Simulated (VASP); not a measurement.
Si6N: single point with PBE

Si6N:

```
CELL_PARAMETERS angstrom
6.08552 0.00000 0.00000
0.00000 6.08552 0.00000
0.00000 0.00000 6.08552
ATOMIC_POSITIONS crystal
Si 0.00000 0.00000 0.28599
Si 0.00000 0.00000 0.71401
Si 0.28599 0.00000 0.00000
Si 0.71401 0.00000 0.00000
Si 0.00000 0.28599 0.00000
Si 0.00000 0.71401 0.00000
N 0.50000 0.50000 0.50000
```

- Program: VASP 6.6.1
- Task: single point
- Functional: PBE
- Potentials or basis: VASP PAW PBE potentials, release 64 (Si, N)
- Cutoff: 520 eV
- k mesh: 6 × 6 × 6
- Occupations: gaussian, width 0.1 eV
- Spin: collinear spin, ferromagnetic start
- Starting moments: [0.0, 0.0, 0.0, 0.0, 0.0, 0.0, 3.02] μB

```json
{
 "Pressure": "0.0 GPa",
 "Largest force": "0.011 eV/Å",
 "Net moment": "2.38 μB per cell",
 "Site moments": "Si -0.01; N +1.77 μB",
 "Valence electrons inside the program's atomic spheres": "Si 1.61; N 3.30"
}
```

Forces in eV/Å, atoms in the order of the input:
```
Si   0.000  0.000 -0.011
Si   0.000  0.000  0.011
Si  -0.011  0.000  0.000
Si   0.011  0.000  0.000
Si   0.000 -0.011  0.000
Si   0.000  0.011  0.000
N    0.000  0.000  0.000
```

Levels at points of the mesh, in eV from the Fermi level:
Spin up:
| k point | band 12 | band 13 | band 14 | band 15 | band 16 | band 17 | band 18 | band 19 | band 20 | band 21 |
| --- | --- | --- | --- | --- | --- | --- | --- | --- | --- | --- |
| (0.00, 0.00, 0.00) | -2.72 | -2.72 | -2.72 | 0.02 | 0.02 | 0.02 | 1.02 | 1.02 | 1.02 | 3.04 |
| (0.50, 0.00, 0.00) | -3.03 | -3.03 | -2.70 | -2.07 | -0.27 | 0.40 | 0.40 | 0.87 | 2.59 | 2.59 |
| (0.50, 0.50, 0.00) | -3.28 | -3.25 | -3.25 | -2.59 | -1.60 | 0.26 | 0.26 | 2.33 | 2.60 | 2.66 |
| (0.50, 0.50, 0.50) | -3.08 | -3.08 | -3.08 | -2.56 | -2.56 | -1.17 | 2.10 | 2.10 | 2.10 | 2.63 |
Spin down:
| k point | band 9 | band 10 | band 11 | band 12 | band 13 | band 14 | band 15 | band 16 | band 17 | band 18 |
| --- | --- | --- | --- | --- | --- | --- | --- | --- | --- | --- |
| (0.00, 0.00, 0.00) | -2.77 | -2.77 | -2.77 | -0.08 | -0.08 | -0.08 | 0.09 | 0.09 | 0.09 | 1.24 |
| (0.50, 0.00, 0.00) | -3.35 | -3.35 | -2.75 | -2.16 | -0.37 | 0.30 | 0.30 | 0.33 | 0.40 | 0.40 |
| (0.50, 0.50, 0.00) | -3.49 | -3.32 | -3.32 | -2.66 | -1.66 | -0.27 | -0.27 | 0.30 | 0.77 | 0.77 |
| (0.50, 0.50, 0.50) | -3.42 | -3.42 | -3.42 | -2.63 | -2.63 | -1.23 | 0.40 | 0.40 | 0.40 | 2.02 |

Wall time 4.2 min on 1 thread of Intel(R) Xeon(R) Platinum 8488C (Sapphire Rapids) (shared host), peak memory 0.49 GiB.
